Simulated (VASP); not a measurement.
# V: single point with PBEsol

Crystal: V.

```
V
1.0
     2.34097    0.00000    0.00000
    -1.17049    2.02734    0.00000
     0.00000    0.00000    2.18300
V
1
Direct
  0.00000 0.00000 0.00000
```

```json
{
 "Program": "VASP 6.6.1",
 "Task": "single point",
 "Functional": "PBEsol",
 "Potentials or basis": "VASP PAW PBE potentials, release 64 (V_sv)",
 "Cutoff": "520 eV",
 "k mesh": "19 × 19 × 17",
 "Occupations": "fermi-dirac, width 0.05 eV",
 "Spin": "no spin polarisation"
}
```

```yaml
Pressure: 79.7 GPa
```

Stress tensor (GPa, compression positive):
```
79.31  0.00  0.00
 0.00 79.31  0.00
 0.00  0.00 80.50
```

Levels at points of the mesh, in eV from the Fermi level:
| k point | band 3 | band 4 | band 5 | band 6 | band 7 | band 8 | band 9 | band 10 |
| --- | --- | --- | --- | --- | --- | --- | --- | --- |
| (0.00, 0.00, 0.00) | -36.46 | -36.36 | -7.25 | -3.55 | 0.07 | 0.07 | 4.89 | 4.89 |

Run time: 54 s on 1 thread of AMD EPYC 7R43 64-Core Processor (Zen 3) (shared host), peak memory 0.12 GiB.

Caveat: the PAW data sets were made with another functional, which shifts forces and pressure a little.
